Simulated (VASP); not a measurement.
The system is C.

```
CELL_PARAMETERS angstrom
2.52210 0.00000 0.00000
-1.26105 2.18420 0.00000
0.00000 0.00000 8.23710
ATOMIC_POSITIONS crystal
C 0.00000 0.00000 0.09375
C 0.00000 0.00000 0.59375
C 0.00000 0.00000 0.40625
C 0.00000 0.00000 0.90625
C 0.33333 0.66667 0.15625
C 0.66667 0.33333 0.65625
C 0.33333 0.66667 0.34375
C 0.66667 0.33333 0.84375
```

| Quantity | Value |
| --- | --- |
| Program | VASP 6.6.1 |
| Task | relaxation of cell and atoms |
| Functional | PBEsol |
| Potentials or basis | VASP PAW PBE potentials, release 64 (C) |
| Cutoff | 600 eV |
| k mesh | 12 × 12 × 4 |
| Occupations | gaussian, width 0.02 eV |
| Spin | no spin polarisation |

At the start: pressure -3.9 GPa; volume 5.67 Å³/atom.

How do energy, volume and symmetry change on relaxing?

Over 7 steps the energy falls by 3.1 meV/atom and the volume is 5.62 Å³/atom (-0.9 %); space group P6_3/mmc (No. 194, to 0.1 Å) before and after.

The path:
| step | energy change (eV) | largest force (eV/Å) | pressure (GPa) | volume (Å³) |
| --- | --- | --- | --- | --- |
| 1 | 0.0000 | 0.3295 | -3.91 | 45.38 |
| 2 | 0.0177 | 0.5066 | 5.43 | 44.47 |
| 3 | -0.0246 | 0.0574 | -0.17 | 44.98 |
| 4 | -0.0245 | 0.0682 | 0.21 | 44.94 |
| 5 | -0.0248 | 0.0100 | 0.02 | 44.96 |
| 6 | -0.0248 | 0.0170 | 0.00 | 44.97 |
| 7 | -0.0248 | 0.0003 | 0.01 | 44.97 |

Final structure:
```
C
1.0
     2.50614    0.00000    0.00000
    -1.25307    2.17038    0.00000
     0.00000    0.00000    8.26685
C
8
Direct
  0.00000 0.00000 0.09296
  0.00000 0.00000 0.59296
  0.00000 0.00000 0.40704
  0.00000 0.00000 0.90704
  0.33333 0.66667 0.15555
  0.66667 0.33333 0.65555
  0.33333 0.66667 0.34445
  0.66667 0.33333 0.84445
```

Caveat: the PAW data sets were made with another functional, which shifts forces and pressure a little.
